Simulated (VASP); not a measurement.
Here is a VASP 6.6.1 calculation.

INCAR

```
SYSTEM = Pd3Cl
ALGO = Fast ; EDIFF = 1E-6
ENCUT = 520 ; GGA = PE
ISIF = 2 ; ISMEAR = 0
LASPH = .True. ; LCHARG = .False.
LREAL = .False. ; LWAVE = .False.
NBANDS = 26 ; NELM = 100
PREC = Accurate ; SIGMA = 0.1
```

KPOINTS

```
k-points
0
Gamma
  12 12 12
  0 0 0
```

The input POSCAR:

```
Pd3Cl
1.0
    4.0404419554      0.0000000000      0.0000000000
    0.0000000000      4.0404419554      0.0000000000
    0.0000000000      0.0000000000      4.0404419554
Pd Cl
3 1
Direct
    0.0000000000      0.5000000000      0.5000000000
    0.5000000000      0.0000000000      0.5000000000
    0.5000000000      0.5000000000      0.0000000000
    0.0000000000      0.0000000000      0.0000000000
```

Potentials or basis: VASP PAW PBE potentials, release 64 (Pd, Cl).

Launch:

```console
$ cat potpaw_PBE.64/Pd/POTCAR potpaw_PBE.64/Cl/POTCAR > POTCAR
$ mpirun -np 1 vasp_std > vasp.out
```

Q: Predict the band gap on the k mesh.

A: Zero (an odd number of electrons rules out a gap without spin polarisation).

Q: Estimate the pressure.

A: -0.1 GPa.

Caveat: an odd number of electrons without spin polarisation forces a metal; a magnetic or distorted state may lie lower.
